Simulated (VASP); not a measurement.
# Bi2S (P6/mmm) in VASP: a series of runs

The runs below take Bi2S through single point, relaxation of cell and atoms, with PBE.

Program: VASP 6.6.1. These are calculated values, not measurements. Logs are shortened: lines on timing, memory, paths and dates and some standing lists are left out, and cuts for length are marked.

## Step 1: The cell of the first run

It takes space group P6/mmm (No. 191, hexagonal). The conventional cell has a = 5.218 Å, b = 5.218 Å, c = 7.600 Å, α = 90.00°, β = 90.00°, γ = 120.00°. Bi (site symmetry 3m) has 4 Bi at 2.53 to 3.01 Å and 1 S at 2.54 Å within 3.3 Å. S (site symmetry -6m2) has 2 Bi at 2.54 Å and 3 S at 3.01 Å within 3.3 Å.

## Step 2: Single point, PBE

Contents of INCAR:

```
SYSTEM = Bi2S
PREC     = Accurate       ! precision mode
ENCUT    = 520            ! plane-wave cutoff, eV
EDIFF    = 1E-6           ! SCF threshold, eV
ISMEAR   = 0              ! smearing method
SIGMA    = 0.1            ! smearing width, eV
LREAL    = .False.        ! projectors in reciprocal space
LASPH    = .True.         ! aspherical terms in the spheres
NELM     = 100            ! most SCF steps
ALGO     = Normal         ! electronic algorithm
ISIF     = 2              ! what is computed and relaxed
LWAVE    = .False.        ! write WAVECAR
LCHARG   = .False.        ! write CHGCAR
GGA      = PE             ! functional
NBANDS   = 45             ! bands
```

Contents of KPOINTS:

```
Automatic mesh
0
Gamma
  6 6 2
  0 0 0
```

Contents of POSCAR:

```
Bi2S
1.0
    5.2181311400      0.0000000000      0.0000000000
   -2.6090655700      4.5190341300      0.0000000000
    0.0000000000      0.0000000000      7.6003170500
Bi S
4 2
Direct
    0.3333333300      0.6666666700      0.8335775300
    0.3333333300      0.6666666700      0.1664224700
    0.6666666700      0.3333333300      0.1664224700
    0.6666666700      0.3333333300      0.8335775300
    0.3333333300      0.6666666700      0.5000000000
    0.6666666700      0.3333333300      0.5000000000
```

Potentials or basis: VASP PAW PBE potentials, release 64 (Bi_d, S).

The run is started by

```console
$ cat potpaw_PBE.64/Bi_d/POTCAR potpaw_PBE.64/S/POTCAR > POTCAR
$ mpirun -np 1 vasp_std > vasp.out
```

OUTCAR:

```text
SYSTEM = Bi2S
   PREC = Accurate
   ENCUT = 520
   EDIFF = 1E-6
   ISMEAR = 0
   LREAL = .False.
   LASPH = .True.
   NELM = 100
   ISIF = 2
   GGA = PE

 ion  position               nearest neighbor table
   1  0.333  0.667  0.834-   2 2.53   5 2.54   4 3.01   4 3.01   4 3.01
   2  0.333  0.667  0.166-   1 2.53   5 2.54   3 3.01   3 3.01   3 3.01
   3  0.667  0.333  0.166-   4 2.53   6 2.54   2 3.01   2 3.01   2 3.01
   4  0.667  0.333  0.834-   3 2.53   6 2.54   1 3.01   1 3.01   1 3.01
   5  0.333  0.667  0.500-   1 2.54   2 2.54
   6  0.667  0.333  0.500-   3 2.54   4 2.54

  LATTYP: Found a hexagonal cell.
 ALAT       =     5.2181311400
 C/A-ratio  =     1.4565208972

  Lattice vectors:

 A1 = (   5.2181311400,   0.0000000000,   0.0000000000)
 A2 = (  -2.6090655700,   4.5190341300,   0.0000000000)
 A3 = (   0.0000000000,   0.0000000000,   7.6003170500)

Analysis of symmetry for initial positions (statically):
=====================================================================
 Subroutine PRICEL returns:
 Original cell was already a primitive cell.

 Routine SETGRP: Setting up the symmetry group for a
 hexagonal supercell.

 Subroutine GETGRP returns: Found 24 space group operations
 (whereof 24 operations were pure point group operations)
 out of a pool of 24 trial point group operations.

The static configuration has the point symmetry D_6h.

Analysis of symmetry for dynamics (positions and initial velocities):
=====================================================================
 Subroutine PRICEL returns:
 Original cell was already a primitive cell.

 Routine SETGRP: Setting up the symmetry group for a
 hexagonal supercell.

 Subroutine GETGRP returns: Found 24 space group operations
 (whereof 24 operations were pure point group operations)
 out of a pool of 24 trial point group operations.

The dynamic configuration has the point symmetry D_6h.

 Subroutine INISYM returns: Found 24 space group operations
 (whereof 24 operations are pure point group operations),
 and found     1 'primitive' translations

----------------------------------------------------------------------------------------

                                     Primitive cell

  volume of cell :     179.2224

  direct lattice vectors                    reciprocal lattice vectors
     5.218131140  0.000000000  0.000000000     0.191639492  0.110643112  0.000000000
    -2.609065570  4.519034130  0.000000000     0.000000000  0.221286224  0.000000000
     0.000000000  0.000000000  7.600317050     0.000000000  0.000000000  0.131573459

  length of vectors
     5.218131140  5.218131142  7.600317050     0.221286224  0.221286224  0.131573459

  position of ions in fractional coordinates (direct lattice)
     0.333333330  0.666666670  0.833577530
     0.333333330  0.666666670  0.166422470
     0.666666670  0.333333330  0.166422470
     0.666666670  0.333333330  0.833577530
     0.333333330  0.666666670  0.500000000
     0.666666670  0.333333330  0.500000000

  ion indices of the primitive-cell ions
   primitive index   ion index
                 1           1
                 2           2
                 3           3
                 4           4
                 5           5
                 6           6

----------------------------------------------------------------------------------------

 KPOINTS: Automatic mesh

Automatic generation of k-mesh.
 Grid dimensions read from file:
 generate k-points for:    6    6    2

 Generating k-lattice:

  Cartesian coordinates                     Fractional coordinates (reciprocal lattice)
     0.031939915  0.018440519  0.000000000     0.166666667  0.000000000  0.000000000
     0.000000000  0.036881037  0.000000000     0.000000000  0.166666667  0.000000000
     0.000000000  0.000000000  0.065786729     0.000000000  0.000000000  0.500000000

  Length of vectors
     0.036881037  0.036881037  0.065786729

  Shift w.r.t. Gamma in fractional coordinates (k-lattice)
     0.000000000  0.000000000  0.000000000

 Subroutine IBZKPT returns following result:
 ===========================================

 Found     14 irreducible k-points:

 Following reciprocal coordinates:
            Coordinates               Weight
  0.000000  0.000000  0.000000      1.000000
  0.166667 -0.000000  0.000000      6.000000
  0.333333  0.000000  0.000000      6.000000
  0.500000  0.000000  0.000000      3.000000
  0.166667  0.166667  0.000000      6.000000
  0.333333  0.166667  0.000000     12.000000
  0.333333  0.333333  0.000000      2.000000
  0.000000  0.000000  0.500000      1.000000
  0.166667 -0.000000  0.500000      6.000000
  0.333333  0.000000  0.500000      6.000000
  0.500000  0.000000  0.500000      3.000000
  0.166667  0.166667  0.500000      6.000000
  0.333333  0.166667  0.500000     12.000000
  0.333333  0.333333  0.500000      2.000000
   k-points           NKPTS =     14   k-points in BZ     NKDIM =     14   number of bands    NBANDS=     45
[... 39 lines left out ...]
  Fermi-wavevector in a.u.,A,eV,Ry     =   1.207966  2.282726 19.853391  1.459183
  Thomas-Fermi vector in A             =   2.343588
   LORBIT       =      0    0 simple, 1 ext, 2 COOP (PROOUT), +10 PAW based schemes
   GGA     = PE    functional components
   LHFCALC =     F    Hartree Fock is set to
   AEXX    =    0.0000 exact exchange contribution
   IVDW    =     0    specifies the selected vdW correction
   LEPSILON=     F    determine dielectric tensor
   LRPA    =     F    only Hartree local field effects (RPA)
 non-spin polarized calculation
 Gauss-broadening in eV      SIGMA  =   0.10
  energy-cutoff  :      520.00
  volume of cell :      179.22
 maximum number of plane-waves:      4838
 NGX is ok and might be reduce to    40
   NGX = 19   NGY = 19   NGZ = 29

 number of electron      72.0000006 magnetization

 Free energy of the ion-electron system (eV)
  ---------------------------------------------------
  ext. energy  EPLUGINS =         0.00000000
  ---------------------------------------------------
  free energy    TOTEN  =       -17.35678968 eV

  energy without entropy =      -17.33648534  energy(sigma->0) =      -17.34663751

 E-fermi :   5.9750     XC(G=0):  -9.2269

 val. band max:        5.9295096736   @ k =   0.3333   0.0000   0.5000
 cond. band min:       6.0412527046   @ k =   0.3333   0.1667   0.5000
 fundamental gap:      0.1117430309
 Fermi energy:         5.9750191597

 k-point     1 :       0.0000    0.0000    0.0000
  band No.  band energies     occupation
      1     -17.9958      2.00000
      2     -17.8380      2.00000
      3     -17.4392      2.00000
      4     -17.4392      2.00000
      5     -17.2759      2.00000
      6     -17.2759      2.00000
[... 37 lines left out ...]
     44      11.6568      0.00000
     45      11.7842      0.00000

 k-point     2 :       0.1667   -0.0000    0.0000
  band No.  band energies     occupation
      1     -17.9881      2.00000
      2     -17.8495      2.00000
      3     -17.4427      2.00000
      4     -17.4313      2.00000
      5     -17.2844      2.00000
      6     -17.2727      2.00000
[... 37 lines left out ...]
     44      12.1556      0.00000
     45      12.3876      0.00000

 k-point     3 :       0.3333    0.0000    0.0000
  band No.  band energies     occupation
      1     -17.9672      2.00000
      2     -17.8780      2.00000
      3     -17.4492      2.00000
      4     -17.4118      2.00000
      5     -17.3043      2.00000
      6     -17.2713      2.00000
[... 37 lines left out ...]
     44      12.2836      0.00000
     45      13.1215      0.00000

 k-point     4 :       0.5000    0.0000    0.0000
  band No.  band energies     occupation
      1     -17.9494      2.00000
      2     -17.8996      2.00000
      3     -17.4524      2.00000
      4     -17.3986      2.00000
      5     -17.3173      2.00000
      6     -17.2864      2.00000
[... 421 lines left out ...]
     44      10.8697      0.00000
     45      11.4403      0.00000

 k-point    13 :       0.3333    0.1667    0.5000
  band No.  band energies     occupation
      1     -17.9396      2.00000
      2     -17.8890      2.00000
      3     -17.4544      2.00000
      4     -17.3906      2.00000
      5     -17.3245      2.00000
      6     -17.3118      2.00000
[... 37 lines left out ...]
     44      11.0467      0.00000
     45      11.5336      0.00000

 k-point    14 :       0.3333    0.3333    0.5000
  band No.  band energies     occupation
      1     -17.9151      2.00000
      2     -17.9151      2.00000
      3     -17.4583      2.00000
      4     -17.3573      2.00000
      5     -17.3573      2.00000
      6     -17.3358      2.00000
[... 37 lines left out ...]
     44      10.6880      0.00000
     45      11.7279      0.00000

------------------------ aborting loop because EDIFF is reached ----------------------------------------

  FORCE on cell =-STRESS in cart. coord.  units (eV):
  Direction    XX          YY          ZZ          XY          YZ          ZX
  --------------------------------------------------------------------------------------
  -------------------------------------------------------------------------------------
  Total        7.5554170      7.5554171     54.5204017      0.0000000      0.0000000     -0.0000000
  in kB       67.5424335     67.5424336    487.3907796      0.0000000      0.0000000     -0.0000000
  external PRESSURE =     207.4918822 kB  Pullay stress =       0.0000000 kB

 VOLUME and BASIS-vectors are now :
 -----------------------------------------------------------------------------
  energy-cutoff  :      520.00
  volume of cell :      179.22
      direct lattice vectors                 reciprocal lattice vectors
     5.218131140  0.000000000  0.000000000     0.191639492  0.110643112  0.000000000
    -2.609065570  4.519034130  0.000000000     0.000000000  0.221286224  0.000000000
     0.000000000  0.000000000  7.600317050     0.000000000  0.000000000  0.131573459

 POSITION                                       TOTAL-FORCE (eV/Angst)
 -----------------------------------------------------------------------------------
     -0.00000      3.01269      6.33545        -0.000000      0.000000     -6.076030
     -0.00000      3.01269      1.26486        -0.000000      0.000000      6.076030
      2.60907      1.50634      1.26486         0.000000     -0.000000      6.076030
      2.60907      1.50634      6.33545        -0.000000     -0.000000     -6.076030
     -0.00000      3.01269      3.80016        -0.000000      0.000000      0.000000
      2.60907      1.50634      3.80016         0.000000      0.000000      0.000000
 -----------------------------------------------------------------------------------
    total drift:                                0.000000     -0.000000      0.000000

  FREE ENERGIE OF THE ION-ELECTRON SYSTEM (eV)
  ---------------------------------------------------
  free  energy   TOTEN  =       -17.3567896809 eV

  energy  without entropy=      -17.3364853443  energy(sigma->0) =      -17.34663751
```

Run time: 54 s. Hardware: 1 thread of Intel Xeon 6975P-C (Granite Rapids), shared host; peak memory 0.33 GiB.

Results:

```yaml
Free_energy: -17.3568 eV
Pressure: 20.7 GPa
Largest_force: 6.076 eV/Å
Band_gap_on_the_k_mesh: zero (band 36 reaches 6.59 eV, above the bottom of band 37 at 5.35 eV)
```

Forces on the atoms (eV/Å):
```
Bi   0.000  0.000 -6.076
Bi   0.000  0.000  6.076
Bi   0.000  0.000  6.076
Bi   0.000  0.000 -6.076
S    0.000  0.000  0.000
S    0.000  0.000  0.000
```

Caveat: the k points lie up to 0.41 Å⁻¹ apart; spin-orbit coupling is left out, which moves the levels of the heavy elements; forces of over 1 eV/Å act on the atoms, so gaps and moduli don't describe the material at rest.

## Step 3: Single point, PBE

This run uses another cell than the first one, of 37.82 Å³/atom, 1.266 times its volume.

Contents of INCAR:

```
ALGO = Normal
EDIFF = 1E-6
ENCUT = 520
GGA = PE
ISIF = 2
ISMEAR = 0
LASPH = T
LCHARG = F
LREAL = F
LWAVE = F
NBANDS = 45
NELM = 60
PREC = Accurate
SIGMA = 0.1
```

Contents of KPOINTS:

```
k-points
0
Gamma
  6 6 2
```

Contents of POSCAR:

```
Bi2S
1.0
    5.4894658406      0.0000000000      0.0000000000
   -2.7447329203      4.7540168712      0.0000000000
    0.0000000000      0.0000000000      8.6952273405
Bi S
4 2
Direct
    0.3333333333      0.6666666667      0.8046641962
    0.3333333333      0.6666666667      0.1953358038
    0.6666666667      0.3333333333      0.1953358038
    0.6666666667      0.3333333333      0.8046641962
    0.3333333333      0.6666666667      0.5000000000
    0.6666666667      0.3333333333      0.5000000000
```

Potentials or basis: VASP PAW PBE potentials, release 64 (Bi_d, S).

The run is started by

```console
$ cat potpaw_PBE.64/Bi_d/POTCAR potpaw_PBE.64/S/POTCAR > POTCAR
$ mpirun -np 1 vasp_std > vasp.out
```

Wall time 69 s (1 thread of Intel Xeon 6975P-C (Granite Rapids), shared host); peak memory 0.39 GiB.

It converged, with:

```yaml
Free_energy: -22.2817 eV
Pressure: 0.1 GPa
Band_gap_on_the_k_mesh: zero (band 36 reaches 4.06 eV, above the bottom of band 37 at 2.93 eV)
```

Stress tensor (GPa, compression positive):
```
-0.02  0.00  0.00
 0.00 -0.02  0.00
 0.00  0.00  0.27
```

Levels at points of the mesh, in eV from the Fermi level:
| k point | band 34 | band 35 | band 36 | band 37 | band 38 | band 39 |
| --- | --- | --- | --- | --- | --- | --- |
| (0.00, 0.00, 0.00) | -1.46 | -1.46 | -0.70 | -0.70 | 0.86 | 1.53 |
| (0.50, 0.00, 0.00) | -1.04 | -0.99 | -0.75 | -0.42 | 0.11 | 2.44 |
| (0.00, 0.00, 0.50) | -0.83 | -0.63 | -0.63 | 0.99 | 0.99 | 1.27 |
| (0.50, 0.00, 0.50) | -0.75 | -0.17 | 0.13 | 1.71 | 2.15 | 2.15 |

Caveat: the k points lie up to 0.36 Å⁻¹ apart; spin-orbit coupling is left out, which moves the levels of the heavy elements.

## Step 4: Relaxation of cell and atoms, PBE

Contents of INCAR:

```
SYSTEM = Bi2S
PREC     = Accurate       ! precision mode
ENCUT    = 600            ! plane-wave cutoff, eV
EDIFF    = 1E-7           ! SCF threshold, eV
ISMEAR   = 0              ! smearing method
SIGMA    = 0.1            ! smearing width, eV
LREAL    = .FALSE.        ! projectors in reciprocal space
LASPH    = .TRUE.         ! aspherical terms in the spheres
NELM     = 80             ! most SCF steps
ALGO     = Normal         ! electronic algorithm
ISIF     = 3              ! what is computed and relaxed
LWAVE    = .FALSE.        ! write WAVECAR
LCHARG   = .FALSE.        ! write CHGCAR
GGA      = PE             ! functional
IBRION   = 2              ! ionic algorithm
NSW      = 90             ! ionic steps
EDIFFG   = -0.04          ! ionic threshold
```

Contents of KPOINTS:

```
Automatic mesh
0
G
  6 6 2
  0 0 0
```

Contents of POSCAR:

```
Bi2S
1.0
    5.2181311400      0.0000000000      0.0000000000
   -2.6090655700      4.5190341300      0.0000000000
    0.0000000000      0.0000000000      7.6003170500
Bi S
4 2
Direct
    0.3333333300      0.6666666700      0.8335775300
    0.3333333300      0.6666666700      0.1664224700
    0.6666666700      0.3333333300      0.1664224700
    0.6666666700      0.3333333300      0.8335775300
    0.3333333300      0.6666666700      0.5000000000
    0.6666666700      0.3333333300      0.5000000000
```

The run is started by

```console
$ cat potpaw_PBE.64/Bi_d/POTCAR potpaw_PBE.64/S/POTCAR > POTCAR
$ mpirun -np 1 vasp_std > vasp.out
```

Wall time 11 min (1 thread of Intel Xeon 6975P-C (Granite Rapids), shared host); peak memory 0.39 GiB.

It converged, with:

```
Free energy                            : -22.2693 eV
Relaxed volume                         : 37.83 Å³/atom
Relaxed cell                           : a = 5.485 Å, b = 5.485 Å, c = 8.710 Å, α = 90.00°, β = 90.00°, γ = 120.00°
Space group after relaxing (to 0.05 Å) : P6/mmm (No. 191)
Energy gained by relaxing              : 818.6 meV/atom
Ionic steps                            : 14
Pressure after relaxing                : 0.0 GPa
Largest force after relaxing           : 0.004 eV/Å
Band gap on the k mesh                 : zero (band 36 reaches 4.07 eV, above the bottom of band 37 at 2.94 eV)
```

Forces in eV/Å, atoms in the order of the input:
```
Bi   0.000  0.000 -0.004
Bi   0.000  0.000  0.004
Bi   0.000  0.000  0.004
Bi   0.000  0.000 -0.004
S    0.000  0.000  0.000
S    0.000  0.000  0.000
```

Step by step:
```csv
step,energy change (eV),largest force (eV/Å),pressure (GPa),volume (Å³)
1,0.0000,6.0751,20.79,179.22
2,-2.5473,0.7134,-4.46,290.37
3,-4.6590,0.3132,-0.44,224.94
4,-4.7117,0.3363,0.11,221.53
5,-4.7472,0.4166,1.71,213.75
6,-4.7524,0.3928,1.26,215.64
7,-4.7516,0.4017,1.43,214.89
8,-4.8754,0.3043,0.26,224.07
9,-4.8759,0.3013,0.19,224.79
10,-4.8935,0.2247,-0.23,227.17
11,-4.8973,0.1816,-0.51,228.86
12,-4.9093,0.0774,-0.14,227.44
13,-4.9113,0.0142,0.09,226.62
14,-4.9116,0.0044,0.04,226.97
```

Final structure:
```cif
data_structure
_symmetry_space_group_name_H-M 'P 1'
_symmetry_Int_Tables_number 1
_cell_length_a 5.4854
_cell_length_b 5.4854
_cell_length_c 8.7098
_cell_angle_alpha 90.000
_cell_angle_beta 90.000
_cell_angle_gamma 120.000
_cell_volume 226.97
loop_
_atom_site_label
_atom_site_type_symbol
_atom_site_fract_x
_atom_site_fract_y
_atom_site_fract_z
_atom_site_occupancy
Bi1 Bi 0.33333 0.66667 0.80462 1
Bi2 Bi 0.33333 0.66667 0.19538 1
Bi3 Bi 0.66667 0.33333 0.19538 1
Bi4 Bi 0.66667 0.33333 0.80462 1
S1 S 0.33333 0.66667 0.50000 1
S2 S 0.66667 0.33333 0.50000 1
```

Levels at points of the mesh, in eV from the Fermi level:
```tsv
k point	band 32	band 33	band 34	band 35	band 36	band 37	band 38	band 39	band 40	band 41
(0.00, 0.00, 0.00)	-1.80	-1.80	-1.47	-1.47	-0.70	-0.70	0.86	1.53	1.53	1.87
(0.50, 0.00, 0.00)	-1.94	-1.42	-1.05	-1.00	-0.75	-0.43	0.12	2.45	2.70	3.70
(0.00, 0.00, 0.50)	-2.52	-0.85	-0.85	-0.63	-0.63	0.99	0.99	1.24	1.30	2.49
(0.50, 0.00, 0.50)	-1.89	-1.36	-0.75	-0.19	0.13	1.70	2.11	2.14	2.48	3.03
```

Caveat: the k points lie up to 0.36 Å⁻¹ apart in the final cell; the volume moved by over 15 % at a fixed basis, so the end points are rough; spin-orbit coupling is left out, which moves the levels of the heavy elements.

## Step 5: Summary

| task | cell | cutoff (eV) | gap on the mesh (eV) | pressure (GPa) |
| --- | --- | --- | --- | --- |
| single point | a = 5.218, b = 5.218, c = 7.600 Å, angles 90.0, 90.0, 120.0°, 6 atoms | 520 | none | 20.7 |
| single point | a = 5.489, b = 5.489, c = 8.695 Å, angles 90.0, 90.0, 120.0°, 6 atoms | 520 | none | 0.1 |
| relaxation of cell and atoms | relaxed from a = 5.218, b = 5.218, c = 7.600 Å, angles 90.0, 90.0, 120.0°, 6 atoms | 600 | none | 0.0 |

Alike in all rows: level PBE; potentials or basis VASP PAW PBE potentials, release 64 (Bi_d, S); no spin polarisation; k mesh 6 × 6 × 2; smearing gaussian 0.1 eV.

Caveats: all runs use coarse meshes; spin-orbit coupling is left out, which moves the levels of the heavy elements; forces of over 1 eV/Å act on the atoms, so gaps and moduli don't describe the material at rest (some runs); the volume moved by over 15 % at a fixed basis, so the end points are rough (some runs).

Absolute energies hang on the potentials; compare differences alone.
